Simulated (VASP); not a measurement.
# Sn (Fd-3m) in VASP: a series of runs

Runs on Sn. Level: PBE. Tasks: single point.

Everything below comes from runs of VASP 6.6.1. Logs are shortened: lines on timing, memory, paths and dates and some standing lists are left out, and cuts for length are marked.

### Step 1. The cell of the first run

Symmetry: Fd-3m, No. 227, cubic system. The conventional cell has a = 5.552 Å, b = 5.552 Å, c = 5.552 Å, α = 90.00°, β = 90.00°, γ = 90.00°. Sn (site symmetry -43m) has 4 Sn at 2.40 Å within 3.2 Å.

### Step 2. Single point, PBE (volume scaled by 0.58)

INCAR

```
SYSTEM = Sn
PREC = Accurate
ENCUT = 520
EDIFF = 1E-6
ISMEAR = -1
SIGMA = 0.08
LREAL = .False.
LASPH = .True.
NELM = 100
ALGO = Normal
ISIF = 2
LWAVE = .False.
LCHARG = .False.
GGA = PE
NBANDS = 21
```

KPOINTS

```
regular mesh
0
Gamma
  10 10 10
  0 0 0
```

POSCAR

```
Sn
1.0
    0.0000000000      2.7758241703      2.7758241703
    2.7758241703      0.0000000000      2.7758241703
    2.7758241703      2.7758241703      0.0000000000
Sn
2
Direct
   -0.1250000000     -0.1250000000     -0.1250000000
    0.1250000000      0.1250000000      0.1250000000
```

Potentials or basis: VASP PAW PBE potentials, release 64 (Sn_d).

Started as:

```
> cat potpaw_PBE.64/Sn_d/POTCAR > POTCAR
> mpirun -np 1 vasp_std > vasp.out
```

OUTCAR:

```text
SYSTEM = Sn
   PREC = Accurate
   ENCUT = 520
   EDIFF = 1E-6
   ISMEAR = -1
   LREAL = .False.
   LASPH = .True.
   NELM = 100
   ISIF = 2
   GGA = PE

 ion  position               nearest neighbor table
   1  0.875  0.875  0.875-   2 2.40   2 2.40   2 2.40   2 2.40
   2  0.125  0.125  0.125-   1 2.40   1 2.40   1 2.40   1 2.40

  LATTYP: Found a face centered cubic cell.
 ALAT       =     5.5516483406

  Lattice vectors:

 A1 = (   0.0000000000,   2.7758241703,   2.7758241703)
 A2 = (   2.7758241703,   0.0000000000,   2.7758241703)
 A3 = (   2.7758241703,   2.7758241703,   0.0000000000)

Analysis of symmetry for initial positions (statically):
=====================================================================
 Subroutine PRICEL returns:
 Original cell was already a primitive cell.

 Routine SETGRP: Setting up the symmetry group for a
 face centered cubic supercell.

 Subroutine GETGRP returns: Found 48 space group operations
 (whereof 12 operations were pure point group operations)
 out of a pool of 48 trial point group operations.

The static configuration has the point symmetry D_3d.
 The point group associated with its full space group is O_h .

Analysis of symmetry for dynamics (positions and initial velocities):
=====================================================================
 Subroutine PRICEL returns:
 Original cell was already a primitive cell.

 Routine SETGRP: Setting up the symmetry group for a
 face centered cubic supercell.

 Subroutine GETGRP returns: Found 48 space group operations
 (whereof 12 operations were pure point group operations)
 out of a pool of 48 trial point group operations.

The dynamic configuration has the point symmetry D_3d.
 The point group associated with its full space group is O_h .

 Subroutine INISYM returns: Found 48 space group operations
 (whereof 12 operations are pure point group operations),
 and found     1 'primitive' translations

----------------------------------------------------------------------------------------

                                     Primitive cell

  volume of cell :      42.7766

  direct lattice vectors                    reciprocal lattice vectors
     0.000000000  2.775824170  2.775824170    -0.180126683  0.180126683  0.180126683
     2.775824170  0.000000000  2.775824170     0.180126683 -0.180126683  0.180126683
     2.775824170  2.775824170  0.000000000     0.180126683  0.180126683 -0.180126683

  length of vectors
     3.925608188  3.925608188  3.925608188     0.311988567  0.311988567  0.311988567

  position of ions in fractional coordinates (direct lattice)
     0.875000000  0.875000000  0.875000000
     0.125000000  0.125000000  0.125000000

  ion indices of the primitive-cell ions
   primitive index   ion index
                 1           1
                 2           2

----------------------------------------------------------------------------------------

 KPOINTS: regular mesh

Automatic generation of k-mesh.
 Grid dimensions read from file:
 generate k-points for:   10   10   10

 Generating k-lattice:

  Cartesian coordinates                     Fractional coordinates (reciprocal lattice)
    -0.018012668  0.018012668  0.018012668     0.100000000  0.000000000  0.000000000
     0.018012668 -0.018012668  0.018012668     0.000000000  0.100000000  0.000000000
     0.018012668  0.018012668 -0.018012668     0.000000000  0.000000000  0.100000000

  Length of vectors
     0.031198857  0.031198857  0.031198857

  Shift w.r.t. Gamma in fractional coordinates (k-lattice)
     0.000000000  0.000000000  0.000000000

 Subroutine IBZKPT returns following result:
 ===========================================

 Found     47 irreducible k-points:

 Following reciprocal coordinates:
            Coordinates               Weight
  0.000000  0.000000  0.000000      1.000000
  0.100000  0.000000  0.000000      8.000000
  0.200000  0.000000  0.000000      8.000000
  0.300000  0.000000  0.000000      8.000000
  0.400000  0.000000  0.000000      8.000000
  0.500000  0.000000  0.000000      4.000000
[... 16 lines left out ...]
  0.300000  0.300000  0.000000      6.000000
  0.400000  0.300000  0.000000     24.000000
 [... further k-points ...]
   k-points           NKPTS =     47   k-points in BZ     NKDIM =     47   number of bands    NBANDS=     21
   number of dos      NEDOS =    301   number of ions     NIONS =      2
   total plane-waves  NPLWV =  27000
   dimension x,y,z NGX =    30 NGY =   30 NGZ =   30
   dimension x,y,z NGXF=    60 NGYF=   60 NGZF=   60
   ions per type =               2
   NGX,Y,Z   is equivalent  to a cutoff of  12.70, 12.70, 12.70 a.u.
   NGXF,Y,Z  is equivalent  to a cutoff of  25.41, 25.41, 25.41 a.u.
 SYSTEM =  Sn
   PREC   = accura    normal or accurate (medium, high low for compatibility)
   ISTART =      0    job   : 0-new  1-cont  2-samecut
   ICHARG =      2    charge: 1-file 2-atom 10-const
   ISPIN  =      1    spin polarized calculation?
   LNONCOLLINEAR =      F non collinear calculations
   LSORBIT =      F    spin-orbit coupling
   LASPH  =      T    aspherical Exc in radial PAW
   ENCUT  =  520.0 eV  38.22 Ry    6.18 a.u.   7.30  7.30  7.30*2*pi/ulx,y,z
   NELM   =    100;   NELMIN=  2; NELMDL= -5     # of ELM steps
   EDIFF  = 0.1E-05   stopping-criterion for ELM
   LREAL  =      F    real-space projection
   EDIFFG = 0.1E-04   stopping-criterion for IOM
   NSW    =      0    number of steps for IOM
   IBRION =     -1    ionic relax: 0-MD 1-quasi-New 2-CG
   NFREE  =      0    steps in history (QN), initial steepest desc. (CG)
   ISIF   =      2    stress and relaxation
   ISYM   =      2    0-nonsym 1-usesym 2-fastsym
   POTIM  = 0.5000    time-step for ionic-motion
   TEBEG  =    0.0;   TEEND  =   0.0 temperature during run
   PSTRESS=    0.0 pullay stress
   NELECT =      28.0000    total number of electrons
   NUPDOWN=      -1.0000    fix difference up-down
   EMIN   =  10.00;   EMAX   =-10.00  energy-range for DOS
   EFERMI =   0.00;   METHOD = LEGACY
   ISMEAR =    -1;   SIGMA  =   0.08  broadening in eV -4-tet -1-fermi 0-gaus
   EFERMI_NEDOS =   21; number of points for ismear=-14 and -15
   IALGO  =     38    algorithm
   IMIX   =      4    mixing-type and parameters
     AMIX     =   0.40;   BMIX     =  1.00
     AMIX_MAG =   1.60;   BMIX_MAG =  1.00
  volume/ion in A,a.u.               =      21.39       144.34
  Fermi-wavevector in a.u.,A,eV,Ry     =   1.421430  2.686114 27.490081  2.020464
  Thomas-Fermi vector in A             =   2.542241
   LORBIT       =      0    0 simple, 1 ext, 2 COOP (PROOUT), +10 PAW based schemes
   GGA     = PE    functional components
   LHFCALC =     F    Hartree Fock is set to
   AEXX    =    0.0000 exact exchange contribution
   IVDW    =     0    specifies the selected vdW correction
   LEPSILON=     F    determine dielectric tensor
   LRPA    =     F    only Hartree local field effects (RPA)
 non-spin polarized calculation
  energy-cutoff  :      520.00
  volume of cell :       42.78
 maximum number of plane-waves:      1179
 NGX is ok and might be reduce to    30
   NGX = 15   NGY = 15   NGZ = 15

 number of electron      27.9999991 magnetization

 Free energy of the ion-electron system (eV)
  ---------------------------------------------------
  ext. energy  EPLUGINS =         0.00000000
  ---------------------------------------------------
  free energy    TOTEN  =        -3.57271917 eV

  energy without entropy =       -3.56695201  energy(sigma->0) =       -3.56983559

 E-fermi :  12.0371     XC(G=0): -11.1387

 val. band max:       11.9898695439   @ k =  -0.1000   0.1000   0.0000
 cond. band min:      12.1024115399   @ k =   0.5000   0.5000   0.0000
 fundamental gap:      0.1125419960
 Fermi energy:        12.0370747354

 k-point     1 :       0.0000    0.0000    0.0000
  band No.  band energies     occupation
      1     -11.4465      2.00000
      2     -11.4465      2.00000
      3     -11.4465      2.00000
      4     -11.3008      2.00000
      5     -11.3008      2.00000
      6     -10.3236      2.00000
[... 13 lines left out ...]
     20      20.2106      0.00000
     21      20.2106      0.00000

 k-point     2 :       0.1000    0.0000    0.0000
  band No.  band energies     occupation
      1     -11.4760      2.00000
      2     -11.4760      2.00000
      3     -11.4410      2.00000
      4     -11.2598      2.00000
      5     -11.2598      2.00000
      6     -10.3462      2.00000
[... 13 lines left out ...]
     20      19.5078      0.00000
     21      19.5078      0.00000

 k-point     3 :       0.2000    0.0000    0.0000
  band No.  band energies     occupation
      1     -11.5170      2.00000
      2     -11.5170      2.00000
      3     -11.4268      2.00000
      4     -11.1911      2.00000
      5     -11.1911      2.00000
      6     -10.3863      2.00000
[... 13 lines left out ...]
     20      19.0962      0.00000
     21      19.0962      0.00000

 k-point     4 :       0.3000    0.0000    0.0000
  band No.  band energies     occupation
      1     -11.5416      2.00000
      2     -11.5416      2.00000
      3     -11.4094      2.00000
      4     -11.1393      2.00000
      5     -11.1393      2.00000
      6     -10.4124      2.00000
[... 13 lines left out ...]
     20      19.7202      0.00000
     21      19.8279      0.00000

 k-point     5 :       0.4000    0.0000    0.0000
  band No.  band energies     occupation
      1     -11.5505      2.00000
      2     -11.5505      2.00000
      3     -11.3953      2.00000
      4     -11.1157      2.00000
      5     -11.1157      2.00000
      6     -10.4369      2.00000
[... 13 lines left out ...]
     20      21.0586      0.00000
     21      21.7306      0.00000
[... 382 lines left out ...]
     20      20.9010      0.00000
     21      22.3014      0.00000

 k-point    22 :      -0.2000    0.2000    0.0000
  band No.  band energies     occupation
      1     -11.5873      2.00000
      2     -11.5758      2.00000
      3     -11.3396      2.00000
      4     -11.1501      2.00000
      5     -11.0245      2.00000
      6     -10.5490      2.00000
[... 13 lines left out ...]
     20      20.9822      0.00000
     21      22.8525      0.00000

 k-point    23 :       0.3000    0.3000    0.0000
  band No.  band energies     occupation
      1     -11.5438      2.00000
      2     -11.5438      2.00000
      3     -11.4903      2.00000
      4     -11.0641      2.00000
      5     -10.8662      2.00000
      6     -10.8597      2.00000
[... 13 lines left out ...]
     20      22.4507      0.00000
     21      22.8215      0.00000

 k-point    24 :       0.4000    0.3000    0.0000
  band No.  band energies     occupation
      1     -11.5970      2.00000
      2     -11.5636      2.00000
      3     -11.4133      2.00000
      4     -10.9900      2.00000
      5     -10.9438      2.00000
      6     -10.7849      2.00000
[... 13 lines left out ...]
     20      23.1683      0.00000
     21      23.9077      0.00000

 [... further k-points ...]

------------------------ aborting loop because EDIFF is reached ----------------------------------------

  FORCE on cell =-STRESS in cart. coord.  units (eV):
  Direction    XX          YY          ZZ          XY          YZ          ZX
  --------------------------------------------------------------------------------------
  -------------------------------------------------------------------------------------
  Total       19.1095658     19.1095658     19.1095658     -0.0000000      0.0000000      0.0000000
  in kB      715.7404249    715.7404249    715.7404249     -0.0000000      0.0000000      0.0000000
  external PRESSURE =     715.7404249 kB  Pullay stress =       0.0000000 kB

 VOLUME and BASIS-vectors are now :
 -----------------------------------------------------------------------------
  energy-cutoff  :      520.00
  volume of cell :       42.78
      direct lattice vectors                 reciprocal lattice vectors
     0.000000000  2.775824170  2.775824170    -0.180126683  0.180126683  0.180126683
     2.775824170  0.000000000  2.775824170     0.180126683 -0.180126683  0.180126683
     2.775824170  2.775824170  0.000000000     0.180126683  0.180126683 -0.180126683

 POSITION                                       TOTAL-FORCE (eV/Angst)
 -----------------------------------------------------------------------------------
      4.85769      4.85769      4.85769        -0.000000     -0.000000     -0.000000
      0.69396      0.69396      0.69396         0.000000      0.000000      0.000000
 -----------------------------------------------------------------------------------
    total drift:                               -0.000000      0.000000      0.000000

  FREE ENERGIE OF THE ION-ELECTRON SYSTEM (eV)
  ---------------------------------------------------
  free  energy   TOTEN  =        -3.5727191722 eV

  energy  without entropy=       -3.5669520107  energy(sigma->0) =       -3.56983559
```

Run time: 75 s. Hardware: 1 thread of AMD EPYC 7R13, shared host; peak memory 0.15 GiB.

What came out:

| Item | Value |
| --- | --- |
| Free energy | -3.5727 eV |
| Pressure | 71.6 GPa |
| Band gap on the k mesh | zero (band 14 reaches 12.38 eV, above the bottom of band 15 at 11.94 eV) |

Caveat: spin-orbit coupling is left out, which moves the levels of the heavy elements.

### Step 3. Single point, PBE (volume scaled by 0.68)

INCAR

```
SYSTEM = Sn
PREC     = Accurate       ! precision mode
ENCUT    = 520            ! plane-wave cutoff, eV
EDIFF    = 1E-6           ! SCF threshold, eV
ISMEAR   = -1             ! smearing method
SIGMA    = 0.08           ! smearing width, eV
LREAL    = .FALSE.        ! projectors in reciprocal space
LASPH    = .TRUE.         ! aspherical terms in the spheres
NELM     = 100            ! most SCF steps
ALGO     = Normal         ! electronic algorithm
ISIF     = 2              ! what is computed and relaxed
LWAVE    = .FALSE.        ! write WAVECAR
LCHARG   = .TRUE.         ! write CHGCAR
GGA      = PE             ! functional
LELF     = .TRUE.         ! ELF
LVHAR    = .TRUE.       
NBANDS   = 21             ! bands
```

KPOINTS

```
Automatic mesh
0
G
  10 10 10
  0 0 0
```

POSCAR

```
Sn
1.0
    0.0000000000      2.9269744139      2.9269744139
    2.9269744139      0.0000000000      2.9269744139
    2.9269744139      2.9269744139      0.0000000000
Sn
2
Direct
   -0.1250000000     -0.1250000000     -0.1250000000
    0.1250000000      0.1250000000      0.1250000000
```

Potentials or basis: VASP PAW PBE potentials, release 64 (Sn_d).

Started as:

```
> cat potpaw_PBE.64/Sn_d/POTCAR > POTCAR
> mpirun -np 1 vasp_std > vasp.out
```

It took 68 s on 1 thread of AMD EPYC 7R13, shared host; peak memory 0.16 GiB.

The run converged. Its results:

```yaml
Free_energy: -5.9251 eV
Pressure: 34.8 GPa
```

Levels at points of the mesh, in eV from the Fermi level:
```tsv
k point	band 11	band 12	band 13	band 14	band 15	band 16	band 17	band 18
(0.00, 0.00, 0.00)	-13.19	0.05	0.05	0.05	1.63	2.03	2.03	2.03
(0.50, 0.00, 0.00)	-10.79	-8.01	-1.75	-1.75	0.69	3.17	3.17	5.06
(0.50, 0.50, 0.00)	-8.92	-8.92	-3.76	-3.76	0.24	0.24	9.72	9.72
```

Caveat: spin-orbit coupling is left out, which moves the levels of the heavy elements.

[end of part 1 of 2]
